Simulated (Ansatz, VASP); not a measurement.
Two plane-wave programs on As

The input INCAR:

```
SYSTEM = As
  PREC = Accurate
  ENCUT = 400
  EDIFF = 1E-6
  ISMEAR = 0
  SIGMA = 0.04
  LREAL = .FALSE.
  LASPH = .TRUE.
  NELM = 120
  ALGO = Normal
  ISIF = 2
  LWAVE = .FALSE.
  LCHARG = .TRUE.
  LDIPOL = .TRUE.
  IDIPOL = 3
  DIPOL = 0.5 0.5 0.662
  GGA = RE
  IVDW = 12
  LELF = .TRUE.
  LVHAR = .TRUE.
  LVACPOTAV = .TRUE.
  NBANDS = 22
  GGA_COMPAT = .FALSE.
  NELMDL = -8
```

KPOINTS

```
Automatic mesh
0
G
  12 12 1
  0 0 0
```

The input POSCAR:

```
As
1.0
    3.5650564103      0.0000000000      0.0000000000
   -1.7825282052      3.0874294172      0.0000000000
    0.0000000000      0.0000000000     23.9995303165
As
2
Direct
    0.6666666667      0.3333333333      0.6324046415
    0.3333333333      0.6666666667      0.6912524468
```

Input for Ansatz:

```yaml
crystal:
  lattice:
    - [3.5650564103, 0.0, 0.0]
    - [-1.7825282052, 3.0874294172, 0.0]
    - [0.0, 0.0, 23.9995303165]
  atoms:
    - { symbol: As, position: [0.6666666667, 0.3333333333, 0.6324046415] }
    - { symbol: As, position: [0.3333333333, 0.6666666667, 0.6912524468] }
basis:
  ecutwfc: 420
kpoints:
  mp_grid: { grid: [12, 12, 1] }
hamiltonian:
  xc: revpbe
  dispersion: d3bj
  pseudopotentials: { kind: paw, azcp: { folder: soft_1 } }
scf:
  occupations: { method: gaussian, width: 0.04 }
  n_extra_bands: 6
  max_iter: 160
output:
  forces: true
  eigenvalues: true
  write_density: true
  write_potential: true
  elf: true
  volumetric_format: npy
efield:
  axis: 3
  dipole_correction: true
```

Alike in both runs: task single point; functional revPBE; dispersion D3(BJ); k mesh 12 × 12 × 1; occupations gaussian, width 0.04 eV; no spin polarisation.

|  | VASP | Ansatz |
| --- | --- | --- |
| version | VASP 6.6.1 | Ansatz 0.2.0 |
| potentials or method | VASP PAW PBE potentials, release 64 (As_d), cutoff 400 eV | scalar-relativistic, plane waves, PAW |
| valence electrons in the cell | 30 | 30 |

```tsv
	VASP	Ansatz	Ansatz less VASP
gap on the k mesh at the Fermi level (eV)	1.53	1.52	-0.007
least direct gap on the mesh (eV)	2.11	2.11	-0.003
rms of the force components (eV/Å)	0.049	0.058	+0.0090
```

VASP's potentials were made for PBE, not for revPBE. Atom by atom the forces differ by 0.009 eV/Å (rms over components). Ansatz's warnings: xc potential rough in thin density.
